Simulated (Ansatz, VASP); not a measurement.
## One calculation of GaP, two programs

Contents of POSCAR:

```
GaP
1.0
    0.0000000000      2.8132213846      2.8132213846
    2.8132213846      0.0000000000      2.8132213846
    2.8132213846      2.8132213846      0.0000000000
Ga P
1 1
Direct
    0.0000000000      0.0000000000      0.0000000000
    0.2500000000      0.2500000000      0.2500000000
```

INCAR.step1

```
SYSTEM = GaP
PREC = Accurate
ENCUT = 520
ISMEAR = 0
SIGMA = 0.02
LREAL = .False.
LASPH = .True.
NELM = 100
NBANDS = 16
GGA = PE
ALGO = Normal
EDIFF = 1E-4
LWAVE = .True.
LCHARG = .False.
```

Contents of INCAR.step2:

```
SYSTEM = GaP
PREC = Accurate
ENCUT = 520
EDIFF = 1E-6
ISMEAR = 0
SIGMA = 0.02
LREAL = .False.
LASPH = .True.
NELM = 100
ALGO = Normal
ISIF = 2
LWAVE = .False.
LCHARG = .False.
METAGGA = R2SCAN
LMIXTAU = .True.
NBANDS = 16
ISTART = 1
```

Contents of KPOINTS:

```
regular mesh
0
Gamma
  8 8 8
  0 0 0
```

Input for Ansatz:

```yaml
crystal:
  lattice:
    - [0.0, 2.8132213846, 2.8132213846]
    - [2.8132213846, 0.0, 2.8132213846]
    - [2.8132213846, 2.8132213846, 0.0]
  atoms:
    - { symbol: Ga, position: [0.0, 0.0, 0.0] }
    - { symbol: P, position: [0.25, 0.25, 0.25] }
basis:
  ecutwfc: 500
kpoints:
  mp_grid: { grid: [8, 8, 8] }
hamiltonian:
  xc: r2scan
scf:
  occupations: { method: gaussian, width: 0.02 }
output:
  forces: true
  stress: true
  eigenvalues: true
```

Alike in both runs: task single point; functional r2SCAN; k mesh 8 × 8 × 8; occupations gaussian, width 0.02 eV; no spin polarisation.

```csv
,VASP,Ansatz
version,VASP 6.6.1,Ansatz 0.2.0
potentials or method,"VASP PAW PBE potentials, release 64 (Ga_d, P), cutoff 520 eV","scalar-relativistic, plane waves, PAW"
valence electrons in the cell,18,18
```

Ansatz gave:

```
gap on the k mesh at the Fermi level (eV) : 1.54
least direct gap on the mesh (eV)         : 1.54
pressure (GPa)                            : -6.7
```

Question: What did VASP give for the same quantities?

Answer: gap on the k mesh at the Fermi level (eV): 1.52; least direct gap on the mesh (eV): 1.52; pressure (GPa): -6.7.

VASP's potentials were made for PBE, not for r2SCAN.
